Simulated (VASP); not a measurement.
# CuO (C2/c) in VASP: settings compared

Aim: see how the results for CuO move with the level of theory and the settings. Levels: r2SCAN, RPBE, revPBE. Tasks: single point.

Program: VASP 6.6.1. These are calculated values, not measurements. Logs are shortened: lines on timing, memory, paths and dates and some standing lists are left out, and cuts for length are marked.

## (1) The cell of the first run

The structure is monoclinic, space group C2/c (No. 15). The conventional cell has a = 4.694 Å, b = 3.107 Å, c = 4.999 Å, α = 90.00°, β = 103.79°, γ = 90.00°. Within 2.5 Å of Cu (site symmetry -1) lie 6 O at 1.90 to 2.45 Å. Within 2.5 Å of O (site symmetry 2) lie 6 Cu at 1.90 to 2.45 Å.

## (2) Single point, r2SCAN

The input, POSCAR:

```
CuO
1.0
    2.3454077616     -1.5534192831     -0.0804218247
    2.3454077616      1.5534192831     -0.0804218247
   -1.0250118539      0.0000000000      4.8932654223
Cu O
2 2
Direct
    0.5000000000      0.0000000000      0.5000000000
    0.0000000000      0.5000000000      0.0000000000
    0.3739120819      0.6260879181      0.7500000000
    0.6260879181      0.3739120819      0.2500000000
```

The input, INCAR.step1:

```
SYSTEM = CuO
PREC     = Accurate       ! precision mode
ENCUT    = 520            ! plane-wave cutoff, eV
ISMEAR   = -1             ! smearing method
SIGMA    = 0.05           ! smearing width, eV
LREAL    = .False.        ! projectors in reciprocal space
LASPH    = .True.         ! aspherical terms in the spheres
NELM     = 60             ! most SCF steps
NBANDS   = 25             ! bands
GGA      = PE             ! functional
ALGO     = Normal         ! electronic algorithm
EDIFF    = 1E-4           ! SCF threshold, eV
LWAVE    = .True.         ! write WAVECAR
LCHARG   = .False.        ! write CHGCAR
```

The input, INCAR.step2:

```
SYSTEM = CuO
PREC     = Accurate       ! precision mode
ENCUT    = 520            ! plane-wave cutoff, eV
EDIFF    = 1E-6           ! SCF threshold, eV
ISMEAR   = -1             ! smearing method
SIGMA    = 0.05           ! smearing width, eV
LREAL    = .False.        ! projectors in reciprocal space
LASPH    = .True.         ! aspherical terms in the spheres
NELM     = 60             ! most SCF steps
ALGO     = Normal         ! electronic algorithm
ISIF     = 2              ! what is computed and relaxed
LWAVE    = .False.        ! write WAVECAR
LCHARG   = .True.         ! write CHGCAR
METAGGA  = R2SCAN         ! meta-GGA
LMIXTAU  = .True.       
LELF     = .True.         ! ELF
LVHAR    = .True.       
NBANDS   = 25             ! bands
ISTART   = 1
```

The input, KPOINTS:

```
regular mesh
0
Gamma
  10 10 5
  0 0 0
```

Potentials or basis: VASP PAW PBE potentials, release 64 (Cu, O).

Started as:

```bash
$ cat potpaw_PBE.64/Cu/POTCAR potpaw_PBE.64/O/POTCAR > POTCAR
$ cp INCAR.step1 INCAR
$ mpirun -np 1 vasp_std > vasp.out
$ cp INCAR.step2 INCAR
$ mpirun -np 1 vasp_std > vasp.out
```

OUTCAR:

```text
SYSTEM = CuO
   PREC = Accurate
   ENCUT = 520
   EDIFF = 1E-6
   ISMEAR = -1
   LREAL = .False.
   LASPH = .True.
   NELM = 60
   ISIF = 2
   METAGGA = R2SCAN
   ISTART = 1

 ion  position               nearest neighbor table
   1  0.500  0.000  0.500-   3 1.90   4 1.90   4 1.95   3 1.95
   2  0.000  0.500  0.000-   4 1.90   3 1.90   4 1.95   3 1.95
   3  0.374  0.626  0.750-   2 1.90   1 1.90   2 1.95   1 1.95
   4  0.626  0.374  0.250-   1 1.90   2 1.90   2 1.95   1 1.95

  LATTYP: Found a base centered monoclinic cell.
 ALAT       =     4.6935723018
 B/A-ratio  =     0.6619347411
 C/A-ratio  =     1.0651736523
 COS(beta)  =    -0.2384446421

  Lattice vectors:

 A1 = (   2.3454077616,  -1.5534192831,  -0.0804218247)
 A2 = (   2.3454077616,   1.5534192831,  -0.0804218247)
 A3 = (  -1.0250118539,   0.0000000000,   4.8932654223)

Analysis of symmetry for initial positions (statically):
=====================================================================
 Subroutine PRICEL returns:
 Original cell was already a primitive cell.

 Routine SETGRP: Setting up the symmetry group for a
 base centered monoclinic supercell.

 Subroutine GETGRP returns: Found  4 space group operations
 (whereof  2 operations were pure point group operations)
 out of a pool of  4 trial point group operations.

The static configuration has the point symmetry S_2 .
 The point group associated with its full space group is C_2h.

Analysis of symmetry for dynamics (positions and initial velocities):
=====================================================================
 Subroutine PRICEL returns:
 Original cell was already a primitive cell.

 Routine SETGRP: Setting up the symmetry group for a
 base centered monoclinic supercell.

 Subroutine GETGRP returns: Found  4 space group operations
 (whereof  2 operations were pure point group operations)
 out of a pool of  4 trial point group operations.

The dynamic configuration has the point symmetry S_2 .
 The point group associated with its full space group is C_2h.

 Subroutine INISYM returns: Found  4 space group operations
 (whereof  2 operations are pure point group operations),
 and found     1 'primitive' translations

----------------------------------------------------------------------------------------

                                     Primitive cell

  volume of cell :      35.4002

  direct lattice vectors                    reciprocal lattice vectors
     2.345407762 -1.553419283 -0.080421825     0.214724844 -0.321870602  0.044979271
     2.345407762  1.553419283 -0.080421825     0.214724844  0.321870602  0.044979271
    -1.025011854  0.000000000  4.893265422     0.007058094  0.000000000  0.205840996

  length of vectors
     2.814341256  2.814341256  4.999469551     0.389526094  0.389526094  0.205961969

  position of ions in fractional coordinates (direct lattice)
     0.500000000  0.000000000  0.500000000
     0.000000000  0.500000000  0.000000000
     0.373912082  0.626087918  0.750000000
     0.626087918  0.373912082  0.250000000

  ion indices of the primitive-cell ions
   primitive index   ion index
                 1           1
                 2           2
                 3           3
                 4           4

----------------------------------------------------------------------------------------

 KPOINTS: regular mesh

Automatic generation of k-mesh.
 Grid dimensions read from file:
 generate k-points for:   10   10    5

 Generating k-lattice:

  Cartesian coordinates                     Fractional coordinates (reciprocal lattice)
     0.021472484 -0.032187060  0.004497927     0.100000000  0.000000000  0.000000000
     0.021472484  0.032187060  0.004497927     0.000000000  0.100000000  0.000000000
     0.001411619  0.000000000  0.041168199     0.000000000  0.000000000  0.200000000

  Length of vectors
     0.038952609  0.038952609  0.041192394

  Shift w.r.t. Gamma in fractional coordinates (k-lattice)
     0.000000000  0.000000000  0.000000000

 Subroutine IBZKPT returns following result:
 ===========================================

 Found    141 irreducible k-points:

 Following reciprocal coordinates:
            Coordinates               Weight
  0.000000  0.000000  0.000000      1.000000
  0.100000 -0.000000  0.000000      4.000000
  0.200000 -0.000000  0.000000      4.000000
  0.300000  0.000000 -0.000000      4.000000
  0.400000  0.000000 -0.000000      4.000000
  0.500000  0.000000 -0.000000      2.000000
[... 16 lines left out ...]
  0.300000  0.300000 -0.000000      2.000000
  0.400000  0.300000 -0.000000      4.000000
 [... further k-points ...]
   k-points           NKPTS =    141   k-points in BZ     NKDIM =    141   number of bands    NBANDS=     25
   number of dos      NEDOS =    301   number of ions     NIONS =      4
   total plane-waves  NPLWV =  23040
   dimension x,y,z NGX =    24 NGY =   24 NGZ =   40
   dimension x,y,z NGXF=    48 NGYF=   48 NGZF=   80
   ions per type =               2   2
   NGX,Y,Z   is equivalent  to a cutoff of  14.18, 14.18, 13.30 a.u.
   NGXF,Y,Z  is equivalent  to a cutoff of  28.35, 28.35, 26.60 a.u.
 SYSTEM =  CuO
   PREC   = accura    normal or accurate (medium, high low for compatibility)
   ISTART =      1    job   : 0-new  1-cont  2-samecut
   ICHARG =      0    charge: 1-file 2-atom 10-const
   ISPIN  =      1    spin polarized calculation?
   LNONCOLLINEAR =      F non collinear calculations
   LSORBIT =      F    spin-orbit coupling
   LASPH  =      T    aspherical Exc in radial PAW
   ENCUT  =  520.0 eV  38.22 Ry    6.18 a.u.   5.23  5.23  9.30*2*pi/ulx,y,z
   NELM   =     60;   NELMIN=  2; NELMDL=  0     # of ELM steps
   EDIFF  = 0.1E-05   stopping-criterion for ELM
   LREAL  =      F    real-space projection
   EDIFFG = 0.1E-04   stopping-criterion for IOM
   NSW    =      0    number of steps for IOM
   IBRION =     -1    ionic relax: 0-MD 1-quasi-New 2-CG
   NFREE  =      0    steps in history (QN), initial steepest desc. (CG)
   ISIF   =      2    stress and relaxation
   ISYM   =      2    0-nonsym 1-usesym 2-fastsym
   POTIM  = 0.5000    time-step for ionic-motion
   TEBEG  =    0.0;   TEEND  =   0.0 temperature during run
   PSTRESS=    0.0 pullay stress
   NELECT =      34.0000    total number of electrons
   NUPDOWN=      -1.0000    fix difference up-down
   EMIN   =  10.00;   EMAX   =-10.00  energy-range for DOS
   EFERMI =   0.00;   METHOD = LEGACY
   ISMEAR =    -1;   SIGMA  =   0.05  broadening in eV -4-tet -1-fermi 0-gaus
   EFERMI_NEDOS =   21; number of points for ismear=-14 and -15
   IALGO  =     38    algorithm
   IMIX   =      4    mixing-type and parameters
     AMIX     =   0.40;   BMIX     =  1.00
     AMIX_MAG =   1.60;   BMIX_MAG =  1.00
  volume/ion in A,a.u.               =       8.85        59.72
  Fermi-wavevector in a.u.,A,eV,Ry     =   1.615224  3.052331 35.496898  2.608948
  Thomas-Fermi vector in A             =   2.710006
   LORBIT       =      0    0 simple, 1 ext, 2 COOP (PROOUT), +10 PAW based schemes
   METAGGA = R2SCAN    functional components
   LHFCALC =     F    Hartree Fock is set to
   AEXX    =    0.0000 exact exchange contribution
   IVDW    =     0    specifies the selected vdW correction
   LEPSILON=     F    determine dielectric tensor
   LRPA    =     F    only Hartree local field effects (RPA)
 non-spin polarized calculation
  energy-cutoff  :      520.00
  volume of cell :       35.40
 maximum number of plane-waves:       967
 NGX is ok and might be reduce to    24
   NGX = 11   NGY = 11   NGZ = 19

 number of electron      33.9999980 magnetization

 Free energy of the ion-electron system (eV)
  ---------------------------------------------------
  ext. energy  EPLUGINS =         0.00000000
  ---------------------------------------------------
  free energy    TOTEN  =       -36.05246535 eV

  energy without entropy =      -36.03694702  energy(sigma->0) =      -36.04470618

 E-fermi :   7.2803     XC(G=0): -13.5385

 val. band max:        7.2780360246   @ k =  -0.4000  -0.0000   0.4000
 cond. band min:       7.2803208989   @ k =  -0.4000   0.1000   0.2000
 fundamental gap:      0.0022848743
 Fermi energy:         7.2803189541

 k-point     1 :       0.0000    0.0000    0.0000
  band No.  band energies     occupation
      1     -14.7019      2.00000
      2     -13.1768      2.00000
      3      -1.9387      2.00000
      4       0.9643      2.00000
      5       1.2219      2.00000
      6       3.6621      2.00000
[... 17 lines left out ...]
     24      25.6021      0.00000
     25      25.8728      0.00000

 k-point     2 :       0.1000   -0.0000    0.0000
  band No.  band energies     occupation
      1     -14.6093      2.00000
      2     -13.1505      2.00000
      3      -1.7956      2.00000
      4       0.9397      2.00000
      5       1.1914      2.00000
      6       2.6924      2.00000
[... 17 lines left out ...]
     24      25.2141      0.00000
     25      25.5391      0.00000

 k-point     3 :       0.2000   -0.0000    0.0000
  band No.  band energies     occupation
      1     -14.3563      2.00000
      2     -13.0800      2.00000
      3      -1.4159      2.00000
      4       0.8129      2.00000
      5       1.0629      2.00000
      6       1.4627      2.00000
[... 17 lines left out ...]
     24      24.1019      0.00000
     25      25.5988      0.00000

 k-point     4 :       0.3000    0.0000   -0.0000
  band No.  band energies     occupation
      1     -14.0183      2.00000
      2     -12.9913      2.00000
      3      -0.9522      2.00000
      4       0.0703      2.00000
      5       0.6265      2.00000
      6       1.2682      2.00000
[... 17 lines left out ...]
     24      22.5557      0.00000
     25      25.5218      0.00000
[... 477 lines left out ...]
 k-point    22 :      -0.2000    0.2000    0.0000
  band No.  band energies     occupation
      1     -13.9119      2.00000
      2     -12.9474      2.00000
      3      -0.7669      2.00000
      4       0.3524      2.00000
      5       0.7534      2.00000
      6       0.8031      2.00000
[... 17 lines left out ...]
     24      21.7886      0.00000
     25      23.3335      0.00000

 k-point    23 :       0.3000    0.3000   -0.0000
  band No.  band energies     occupation
      1     -13.7347      2.00000
      2     -12.9880      2.00000
      3      -0.5040      2.00000
      4      -0.0529      2.00000
      5       1.0811      2.00000
      6       1.2321      2.00000
[... 17 lines left out ...]
     24      22.8448      0.00000
     25      23.9227      0.00000

 k-point    24 :       0.4000    0.3000   -0.0000
  band No.  band energies     occupation
      1     -13.4867      2.00000
      2     -12.9345      2.00000
      3      -0.6422      2.00000
      4      -0.2614      2.00000
      5       0.9870      2.00000
      6       1.1140      2.00000
[... 17 lines left out ...]
     24      21.9266      0.00000
     25      22.8125      0.00000

 [... further k-points ...]

------------------------ aborting loop because EDIFF is reached ----------------------------------------

  FORCE on cell =-STRESS in cart. coord.  units (eV):
  Direction    XX          YY          ZZ          XY          YZ          ZX
  --------------------------------------------------------------------------------------
  -------------------------------------------------------------------------------------
  Total        4.7674746      4.6036088      4.7864856      0.0000000      0.0000000     -0.0185482
  in kB      215.7713614    208.3549505    216.6317824      0.0000000      0.0000000     -0.8394720
  external PRESSURE =     213.5860314 kB  Pullay stress =       0.0000000 kB

 VOLUME and BASIS-vectors are now :
 -----------------------------------------------------------------------------
  energy-cutoff  :      520.00
  volume of cell :       35.40
      direct lattice vectors                 reciprocal lattice vectors
     2.345407762 -1.553419283 -0.080421825     0.214724844 -0.321870602  0.044979271
     2.345407762  1.553419283 -0.080421825     0.214724844  0.321870602  0.044979271
    -1.025011854  0.000000000  4.893265422     0.007058094  0.000000000  0.205840996

 POSITION                                       TOTAL-FORCE (eV/Angst)
 -----------------------------------------------------------------------------------
      0.66020     -0.77671      2.40642        -0.000000      0.000000     -0.000000
      1.17270      0.77671     -0.04021        -0.000000      0.000000     -0.000000
      1.57665      0.39173      3.58953         0.000000      0.081042     -0.000000
      2.08915     -0.39173      1.14289        -0.000000     -0.081042      0.000000
 -----------------------------------------------------------------------------------
    total drift:                                0.000000     -0.000000     -0.000000

  FREE ENERGIE OF THE ION-ELECTRON SYSTEM (eV)
  ---------------------------------------------------
  free  energy   TOTEN  =       -36.0524653495 eV

  energy  without entropy=      -36.0369470198  energy(sigma->0) =      -36.04470618
```

It took 3.2 min on 1 thread of Intel Xeon 6975P-C (Granite Rapids), shared host; peak memory 0.24 GiB.

What came out:

| Item | Value |
| --- | --- |
| Free energy | -36.0525 eV |
| Pressure | 21.4 GPa |
| Largest force | 0.081 eV/Å |
| Band gap on the k mesh | zero (bands 17 and 18 overlap by 0.50 eV) |

Forces on the atoms (eV/Å):
```
Cu   0.000  0.000  0.000
Cu   0.000  0.000  0.000
O    0.000  0.081  0.000
O    0.000 -0.081  0.000
```

Stress tensor (GPa, compression positive):
```
21.58  0.00 -0.08
 0.00 20.84  0.00
-0.08  0.00 21.66
```

Caveat: the cell stands under pressure; the PAW data sets were made with another functional, which shifts forces and pressure a little; semilocal functionals often make such compounds metallic where correlation or magnetic order opens a gap, which also shifts bond lengths. With open d or f shells a metallic result of r2SCAN can be an artefact of self-interaction; +U or a hybrid may open a gap.

[end of part 1 of 2]
